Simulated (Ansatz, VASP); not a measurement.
# O in VASP and in Ansatz

Contents of INCAR:

```
SYSTEM = O
PREC = Accurate
ENCUT = 520
EDIFF = 1E-6
ISMEAR = -1
SIGMA = 0.01
LREAL = .False.
LASPH = .True.
NELM = 150
ALGO = Normal
ISIF = 2
LWAVE = .False.
LCHARG = .False.
ISPIN = 2
MAGMOM = 1 1
LORBIT = 11
GGA = RE
IBRION = 2
NSW = 80
EDIFFG = -0.01
```

The input KPOINTS:

```
regular mesh
0
Gamma
  1 1 1
  0 0 0
```

POSCAR

```
O
1.0
   12.0000000000      0.0000000000      0.0000000000
    0.0000000000     12.3000000000      0.0000000000
    0.0000000000      0.0000000000     12.6000000000
O
2
Direct
    0.5000000000      0.5000000000      0.4515873016
    0.5000000000      0.5000000000      0.5484126984
```

Input for Ansatz:

```yaml
crystal:
  lattice:
    - [12.0, 0.0, 0.0]
    - [0.0, 12.3, 0.0]
    - [0.0, 0.0, 12.6]
  atoms:
    - { symbol: O, position: [0.5, 0.5, 0.4515873016], spin: 1.0 }
    - { symbol: O, position: [0.5, 0.5, 0.5484126984], spin: 1.0 }
hamiltonian:
  xc: revpbe
  pseudopotentials:
    kind: paw
    azcp:
      O: "pseudopotentials/O.paw.azcp"
basis:
  ecutwfc: 420
  fft_grid_basis: typed
kpoints:
  mp_grid: { grid: [1, 1, 1], shift: [0, 0, 0] }
magnetization:
  spin_polarized: true
scf:
  occupations: { method: fermi_dirac, width: 0.01 }
relax:
  max_steps: 60
  f_tol: 0.01
```

Alike in both runs: task relaxation of the atoms; functional revPBE; k mesh 1 × 1 × 1; occupations fermi-dirac, width 0.01 eV; collinear spin.

|  | VASP | Ansatz |
| --- | --- | --- |
| version | VASP 6.6.1 | Ansatz 0.2.0 |
| potentials or method | VASP PAW PBE potentials, release 64 (O), cutoff 520 eV | plane waves (420 eV) with PAW, scalar-relativistic |
| valence electrons in the cell | 12 | 12 |

Ansatz gave:

| Quantity | Value |
| --- | --- |
| net moment per atom (μB) | 1.00 |
| size of the moment on the site where the two differ most (μB) | 0.56 |

Problem. Estimate VASP's values.

Solution. net moment per atom (μB): 1.00; size of the moment on the site where the two differ most (μB): 0.81.

VASP's potentials were made for PBE, not for revPBE. Site moments also hang on the region over which each program counts them. Ansatz's warnings: end state compared.

Noted on VASP's run: the standard files for N, O and F lose accuracy on very short bonds.
